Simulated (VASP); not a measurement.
Wanted: the native input for a VASP 6.6.1 run.

```yaml
Task: single point
Functional: r2SCAN
Potentials_or_basis: VASP PAW PBE potentials, release 64 (Ti_sv, C_h)
Cutoff: 910 eV
k_mesh: 16 × 16 × 16
Occupations: gaussian, width 0.1 eV
Spin: no spin polarisation
Dipole_correction: no
Further_INCAR_settings: ALGO = Normal; EDIFF = 1e-06; NBANDS = 15
```

TiC:

```
Ti C
1.0
     0.00000    2.16400    2.16400
     2.16400    0.00000    2.16400
     2.16400    2.16400    0.00000
Ti C
1 1
Direct
  0.00000 0.00000 0.00000
  0.50000 0.50000 0.50000
```

These files were run (other wordings do the same):

POSCAR

```
TiC
1.0
    0.0000000000      2.1640000000      2.1640000000
    2.1640000000      0.0000000000      2.1640000000
    2.1640000000      2.1640000000      0.0000000000
Ti C
1 1
Direct
    0.0000000000      0.0000000000      0.0000000000
    0.5000000000      0.5000000000      0.5000000000
```

INCAR.step1

```
PREC = Accurate
ENCUT = 910
ISMEAR = 0
SIGMA = 0.1
LREAL = False
LASPH = True
NELM = 120
NBANDS = 15
GGA = PE
ALGO = Normal
EDIFF = 1E-5
LWAVE = True
LCHARG = False
GGA_COMPAT = False
```

INCAR.step2

```
PREC = Accurate
ENCUT = 910
EDIFF = 1E-6
ISMEAR = 0
SIGMA = 0.1
LREAL = False
LASPH = True
NELM = 120
ALGO = Normal
ISIF = 2
LWAVE = False
LCHARG = True
METAGGA = R2SCAN
LMIXTAU = True
LELF = True
LVHAR = True
NBANDS = 15
ISTART = 1
GGA_COMPAT = False
```

KPOINTS

```
regular mesh
0
Gamma
  16 16 16
```

Potentials or basis: VASP PAW PBE potentials, release 64 (Ti_sv, C_h).

The run is started by

```bash
$ cat potpaw_PBE.64/Ti_sv/POTCAR potpaw_PBE.64/C_h/POTCAR > POTCAR
$ cp INCAR.step1 INCAR
$ mpirun -np 1 vasp_std > vasp.out
$ cp INCAR.step2 INCAR
$ mpirun -np 1 vasp_std > vasp.out
```

It gave:

```yaml
Pressure: 0.8 GPa
Band_gap_on_the_k_mesh: zero (bands 8 and 9 overlap by 1.32 eV)
```

Caveat: the cutoff is under 1.25 times the usual one of these potentials, so pressure, stress and relaxed cells hold a basis-set (Pulay) error; the PAW data sets were made with another functional, which shifts forces and pressure a little.

Run time: 6.2 min on 1 thread of AMD EPYC 7R43 64-Core Processor (Zen 3), on a shared host, peak memory 0.22 GiB.
